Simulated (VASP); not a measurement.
# SrO (P-6m2) in VASP: a series of runs

Runs on SrO. Level: PBEsol. Tasks: relaxation of shape and atoms at fixed volume, relaxation of cell and atoms.

Program: VASP 6.6.1. These are calculated values, not measurements. Logs are shortened: lines on timing, memory, paths and dates and some standing lists are left out, and cuts for length are marked.

## (1) The cell of the first run

It takes space group P-6m2 (No. 187, hexagonal). Conventional cell: a = 3.455 Å, b = 3.455 Å, c = 3.137 Å, α = 90.00°, β = 90.00°, γ = 120.00°. Within 3.3 Å of Sr (site symmetry -6m2) lie 6 O at 2.54 Å and 2 Sr at 3.14 Å. O (site symmetry -6m2) has 6 Sr at 2.54 Å and 2 O at 3.14 Å within 3.3 Å.

## (2) Relaxation of shape and atoms at fixed volume, PBEsol (volume scaled by 0.980)

INCAR

```
SYSTEM = SrO
PREC = Accurate
ENCUT = 600
EDIFF = 1E-6
ISMEAR = 0
SIGMA = 0.05
LREAL = .False.
LASPH = .True.
NELM = 60
ALGO = Normal
ISIF = 4
LWAVE = .False.
LCHARG = .False.
GGA = PS
IBRION = 2
NSW = 60
EDIFFG = -0.01
```

KPOINTS

```
Automatic mesh
0
Gamma
  10 10 10
  0 0 0
```

POSCAR

```
SrO
1.0
    3.4546942326      0.0000000000      0.0000000000
   -1.7273471163      2.9918529677      0.0000000000
    0.0000000000      0.0000000000      3.1368147702
Sr O
1 1
Direct
    0.0000000000      0.0000000000      0.0000000000
    0.6666666667      0.3333333333      0.5000000000
```

Potentials or basis: VASP PAW PBE potentials, release 64 (Sr_sv, O).

The run is started by

```
$ cat potpaw_PBE.64/Sr_sv/POTCAR potpaw_PBE.64/O/POTCAR > POTCAR
$ mpirun -np 1 vasp_std > vasp.out
```

OUTCAR:

```text
SYSTEM = SrO
   PREC = Accurate
   ENCUT = 600
   EDIFF = 1E-6
   ISMEAR = 0
   LREAL = .False.
   LASPH = .True.
   NELM = 60
   ISIF = 4
   GGA = PS
   IBRION = 2
   NSW = 60
   EDIFFG = -0.01

 ion  position               nearest neighbor table
   1  0.000  0.000  0.000-   2 2.54   2 2.54   2 2.54   2 2.54   2 2.54   2 2.54
   2  0.667  0.333  0.500-   1 2.54   1 2.54   1 2.54   1 2.54   1 2.54   1 2.54

  LATTYP: Found a hexagonal cell.
 ALAT       =     3.4546942326
 C/A-ratio  =     0.9079862237

  Lattice vectors:

 A1 = (   3.4546942326,   0.0000000000,   0.0000000000)
 A2 = (  -1.7273471163,   2.9918529677,   0.0000000000)
 A3 = (   0.0000000000,   0.0000000000,   3.1368147702)

Analysis of symmetry for initial positions (statically):
=====================================================================
 Subroutine PRICEL returns:
 Original cell was already a primitive cell.

 Routine SETGRP: Setting up the symmetry group for a
 hexagonal supercell.

 Subroutine GETGRP returns: Found 12 space group operations
 (whereof 12 operations were pure point group operations)
 out of a pool of 24 trial point group operations.

The static configuration has the point symmetry D_3h.

Analysis of symmetry for dynamics (positions and initial velocities):
=====================================================================
 Subroutine PRICEL returns:
 Original cell was already a primitive cell.

 Routine SETGRP: Setting up the symmetry group for a
 hexagonal supercell.

 Subroutine GETGRP returns: Found 12 space group operations
 (whereof 12 operations were pure point group operations)
 out of a pool of 24 trial point group operations.

The dynamic configuration has the point symmetry D_3h.

 Subroutine INISYM returns: Found 12 space group operations
 (whereof 12 operations are pure point group operations),
 and found     1 'primitive' translations

----------------------------------------------------------------------------------------

                                     Primitive cell

  volume of cell :      32.4219

  direct lattice vectors                    reciprocal lattice vectors
     3.454694233  0.000000000  0.000000000     0.289461218  0.167120512  0.000000000
    -1.727347116  2.991852968  0.000000000     0.000000000  0.334241024  0.000000000
     0.000000000  0.000000000  3.136814770     0.000000000  0.000000000  0.318794724

  length of vectors
     3.454694233  3.454694233  3.136814770     0.334241024  0.334241024  0.318794724

  position of ions in fractional coordinates (direct lattice)
     0.000000000  0.000000000  0.000000000
     0.666666667  0.333333333  0.500000000

  ion indices of the primitive-cell ions
   primitive index   ion index
                 1           1
                 2           2

----------------------------------------------------------------------------------------

 KPOINTS: Automatic mesh

Automatic generation of k-mesh.
 Grid dimensions read from file:
 generate k-points for:   10   10   10

 Generating k-lattice:

  Cartesian coordinates                     Fractional coordinates (reciprocal lattice)
     0.028946122  0.016712051  0.000000000     0.100000000  0.000000000  0.000000000
     0.000000000  0.033424102  0.000000000     0.000000000  0.100000000  0.000000000
     0.000000000  0.000000000  0.031879472     0.000000000  0.000000000  0.100000000

  Length of vectors
     0.033424102  0.033424102  0.031879472

  Shift w.r.t. Gamma in fractional coordinates (k-lattice)
[... 60 lines left out ...]
   POTIM  = 0.5000    time-step for ionic-motion
   TEBEG  =    0.0;   TEEND  =   0.0 temperature during run
   PSTRESS=    0.0 pullay stress
   NELECT =      16.0000    total number of electrons
   NUPDOWN=      -1.0000    fix difference up-down
   EMIN   =  10.00;   EMAX   =-10.00  energy-range for DOS
   EFERMI =   0.00;   METHOD = LEGACY
   ISMEAR =     0;   SIGMA  =   0.05  broadening in eV -4-tet -1-fermi 0-gaus
   EFERMI_NEDOS =   21; number of points for ismear=-14 and -15
   IALGO  =     38    algorithm
   IMIX   =      4    mixing-type and parameters
     AMIX     =   0.40;   BMIX     =  1.00
     AMIX_MAG =   1.60;   BMIX_MAG =  1.00
  volume/ion in A,a.u.               =      16.21       109.40
  Fermi-wavevector in a.u.,A,eV,Ry     =   1.293705  2.444748 22.771697  1.673673
  Thomas-Fermi vector in A             =   2.425334
   LORBIT       =      0    0 simple, 1 ext, 2 COOP (PROOUT), +10 PAW based schemes
   GGA     = PS    functional components
   LHFCALC =     F    Hartree Fock is set to
   AEXX    =    0.0000 exact exchange contribution
   IVDW    =     0    specifies the selected vdW correction
   LEPSILON=     F    determine dielectric tensor
   LRPA    =     F    only Hartree local field effects (RPA)
 conjugate gradient relaxation of ions
 non-spin polarized calculation
 Gauss-broadening in eV      SIGMA  =   0.05
  energy-cutoff  :      600.00
  volume of cell :       32.42
 maximum number of plane-waves:      1100
 NGX is ok and might be reduce to    28
   NGX = 13   NGY = 13   NGZ = 13

--------------------------------------- Ionic step        1  -------------------------------------------

 number of electron      16.0000000 magnetization

 Free energy of the ion-electron system (eV)
  ---------------------------------------------------
  ext. energy  EPLUGINS =         0.00000000
  ---------------------------------------------------
  free energy    TOTEN  =       -12.23775527 eV

  energy without entropy =      -12.23775527  energy(sigma->0) =      -12.23775527

------------------------ aborting loop because EDIFF is reached ----------------------------------------

  FORCE on cell =-STRESS in cart. coord.  units (eV):
  Direction    XX          YY          ZZ          XY          YZ          ZX
  --------------------------------------------------------------------------------------
  -------------------------------------------------------------------------------------
  Total        0.4817588      0.4817588      0.5918708     -0.0000000      0.0000000      0.0000000
  in kB       23.8068260     23.8068260     29.2481738     -0.0000000      0.0000000      0.0000000
  external PRESSURE =      25.6206086 kB  Pullay stress =       0.0000000 kB

 VOLUME and BASIS-vectors are now :
 -----------------------------------------------------------------------------
  energy-cutoff  :      600.00
  volume of cell :       32.42
      direct lattice vectors                 reciprocal lattice vectors
     3.454694233  0.000000000  0.000000000     0.289461218  0.167120512  0.000000000
    -1.727347116  2.991852968  0.000000000     0.000000000  0.334241024  0.000000000
     0.000000000  0.000000000  3.136814770     0.000000000  0.000000000  0.318794724

 POSITION                                       TOTAL-FORCE (eV/Angst)
 -----------------------------------------------------------------------------------
      0.00000      0.00000      0.00000         0.000000     -0.000000      0.000000
      1.72735      0.99728      1.56841         0.000000      0.000000      0.000000
 -----------------------------------------------------------------------------------
    total drift:                               -0.000001      0.000000      0.000000

  FREE ENERGIE OF THE ION-ELECTRON SYSTEM (eV)
  ---------------------------------------------------
  free  energy   TOTEN  =       -12.2377552703 eV

  energy  without entropy=      -12.2377552703  energy(sigma->0) =      -12.23775527

--------------------------------------- Ionic step        2  -------------------------------------------

 number of electron      16.0000000 magnetization

 Free energy of the ion-electron system (eV)
  ---------------------------------------------------
  ext. energy  EPLUGINS =         0.00000000
  ---------------------------------------------------
  free energy    TOTEN  =       -12.23783764 eV

  energy without entropy =      -12.23783764  energy(sigma->0) =      -12.23783764

 E-fermi :   2.5364     XC(G=0): -10.4905

 val. band max:        2.2353459254   @ k =   0.0000   0.0000   0.0000
 cond. band min:       5.0618094749   @ k =   0.0000   0.0000   0.0000
 fundamental gap:      2.8264635495
 Fermi energy:         2.5363648592

 k-point     1 :       0.0000    0.0000    0.0000
  band No.  band energies     occupation
      1     -30.7059      2.00000
      2     -13.2345      2.00000
      3     -12.2706      2.00000
      4     -12.2706      2.00000
      5     -12.0297      2.00000
      6       1.3052      2.00000
      7       1.3052      2.00000
      8       2.2353      2.00000
      9       5.0618      0.00000
     10       6.2689      0.00000
     11      10.1387      0.00000
     12      10.1387      0.00000
[... 331 lines left out ...]
 k-point    24 :       0.4000    0.1000    0.1000
  band No.  band energies     occupation
      1     -30.5187      2.00000
      2     -14.7817      2.00000
      3     -12.6826      2.00000
      4     -12.0445      2.00000
      5     -11.1966      2.00000
      6       0.1030      2.00000
      7       1.4427      2.00000
      8       1.6205      2.00000
      9       6.1233      0.00000
     10       9.1996      0.00000
     11      10.5481      0.00000
     12      11.6721      0.00000

 [... further k-points ...]

------------------------ aborting loop because EDIFF is reached ----------------------------------------

  FORCE on cell =-STRESS in cart. coord.  units (eV):
  Direction    XX          YY          ZZ          XY          YZ          ZX
  --------------------------------------------------------------------------------------
  -------------------------------------------------------------------------------------
  Total        0.5195415      0.5195415      0.5022866      0.0000000      0.0000000      0.0000000
  in kB       25.6739146     25.6739146     24.8212377      0.0000000      0.0000000      0.0000000
  external PRESSURE =      25.3896890 kB  Pullay stress =       0.0000000 kB

 VOLUME and BASIS-vectors are now :
 -----------------------------------------------------------------------------
  energy-cutoff  :      600.00
  volume of cell :       32.42
      direct lattice vectors                 reciprocal lattice vectors
     3.451638326  0.000000000  0.000000000     0.289717492  0.167268472 -0.000000000
    -1.725819163  2.989206475 -0.000000000     0.000000000  0.334536944 -0.000000000
     0.000000000  0.000000000  3.142371585    -0.000000000  0.000000000  0.318230984

 POSITION                                       TOTAL-FORCE (eV/Angst)
 -----------------------------------------------------------------------------------
      1.72582      2.98921     -0.00000         0.000000     -0.000000     -0.000000
      1.72582      0.99640      1.57119        -0.000000      0.000000      0.000000
 -----------------------------------------------------------------------------------
    total drift:                               -0.000001      0.000000      0.000000

  FREE ENERGIE OF THE ION-ELECTRON SYSTEM (eV)
  ---------------------------------------------------
  free  energy   TOTEN  =       -12.2378376441 eV

  energy  without entropy=      -12.2378376441  energy(sigma->0) =      -12.23783764

 reached required accuracy - stopping structural energy minimisation
```

Wall time 34 s (1 thread of Intel Xeon 6975P-C, shared host); peak memory 0.19 GiB.

Results:

* Free energy: -12.2378 eV
* Energy gained by relaxing: 0.0 meV/atom
* Ionic steps: 2
* Pressure after relaxing: 2.5 GPa
* Band gap on the k mesh: 2.83 eV, direct

Stress tensor (GPa, compression positive):
```
2.57 0.00 0.00
0.00 2.57 0.00
0.00 0.00 2.48
```

Final structure:
```
Sr O
1.0
     3.45164    0.00000    0.00000
    -1.72582    2.98921    0.00000
     0.00000    0.00000    3.14237
Sr O
1 1
Cartesian
  1.7258 2.9892 0.0000
  1.7258 0.9964 1.5712
```

Caveat: the cell differs from its parent crystal (volume scaled by 0.980); the PAW data sets were made with another functional, which shifts forces and pressure a little.

## (3) Relaxation of cell and atoms, PBEsol

This run uses another cell than the first one, of 16.80 Å³/atom, 1.036 times its volume.

INCAR

```
ALGO     = Normal         # electronic algorithm
EDIFF    = 1E-6           # SCF threshold, eV
EDIFFG   = -0.01          # ionic threshold
ENCUT    = 600            # plane-wave cutoff, eV
GGA      = PS             # functional
IBRION   = 2              # ionic algorithm
ISIF     = 3              # what is computed and relaxed
ISMEAR   = 0              # smearing method
LASPH    = T              # aspherical terms in the spheres
LCHARG   = F              # write CHGCAR
LREAL    = F              # projectors in reciprocal space
LWAVE    = F              # write WAVECAR
NELM     = 100            # most SCF steps
NSW      = 80             # ionic steps
PREC     = Accurate       # precision mode
SIGMA    = 0.05           # smearing width, eV
```

KPOINTS

```
k-points
0
Gamma
  10 10 10
```

POSCAR

```
SrO
1.0
    3.4129457732      0.0000000000      0.0000000000
   -1.7064728866      2.9556977414      0.0000000000
    0.0000000000      0.0000000000      3.3308659833
Sr O
1 1
Direct
    0.0000000000      0.0000000000      0.0000000000
    0.6666666667      0.3333333333      0.5000000000
```

Potentials or basis: VASP PAW PBE potentials, release 64 (Sr_sv, O).

The run is started by

```
$ cat potpaw_PBE.64/Sr_sv/POTCAR potpaw_PBE.64/O/POTCAR > POTCAR
$ mpirun -np 1 vasp_std > vasp.out
```

Wall time 85 s (1 thread of Intel Xeon 6975P-C, shared host); peak memory 0.2 GiB.

Results (log left out):

| Property | Result |
| --- | --- |
| Free energy | -12.2463 eV |
| Relaxed volume | 16.66 Å³/atom |
| Relaxed cell | a = 3.486 Å, b = 3.486 Å, c = 3.165 Å, α = 90.00°, β = 90.00°, γ = 120.00° |
| Space group after relaxing (to 0.05 Å) | P-6m2 (No. 187) |
| Energy gained by relaxing | 43.8 meV/atom |
| Ionic steps | 5 |
| Pressure after relaxing | 0.0 GPa |
| Band gap on the k mesh | 2.77 eV, direct |

Step by step:
```csv
step,energy change (eV),largest force (eV/Å),pressure (GPa),volume (Å³)
1,0.0000,0.0000,-1.68,33.60
2,-0.0784,0.0000,2.05,32.67
3,-0.0859,0.0000,1.16,32.89
4,-0.0875,0.0000,-0.23,33.41
5,-0.0875,0.0000,0.01,33.32
```

Final structure:
```cif
data_structure
_symmetry_space_group_name_H-M 'P 1'
_symmetry_Int_Tables_number 1
_cell_length_a 3.4864
_cell_length_b 3.4864
_cell_length_c 3.1650
_cell_angle_alpha 90.000
_cell_angle_beta 90.000
_cell_angle_gamma 120.000
_cell_volume 33.32
loop_
_atom_site_label
_atom_site_type_symbol
_atom_site_fract_x
_atom_site_fract_y
_atom_site_fract_z
_atom_site_occupancy
Sr1 Sr 0.00000 0.00000 0.00000 1
O1 O 0.66667 0.33333 0.50000 1
```

Levels at points of the mesh, in eV from the valence-band top:
```csv
k point,band 6,band 7,band 8,band 9,band 10,band 11
"(0.00, 0.00, 0.00)",-0.90,-0.90,0.00,2.77,3.93,7.78
"(0.50, 0.00, 0.00)",-2.22,-0.69,-0.42,3.39,6.78,9.29
"(0.00, 0.00, 0.50)",-2.67,-0.71,-0.71,6.08,6.50,6.50
"(0.50, 0.00, 0.50)",-1.73,-1.40,-1.40,5.15,6.29,9.54
```

Caveat: the PAW data sets were made with another functional, which shifts forces and pressure a little. Expect the measured gap to be larger: semilocal functionals such as PBEsol lack the derivative discontinuity.
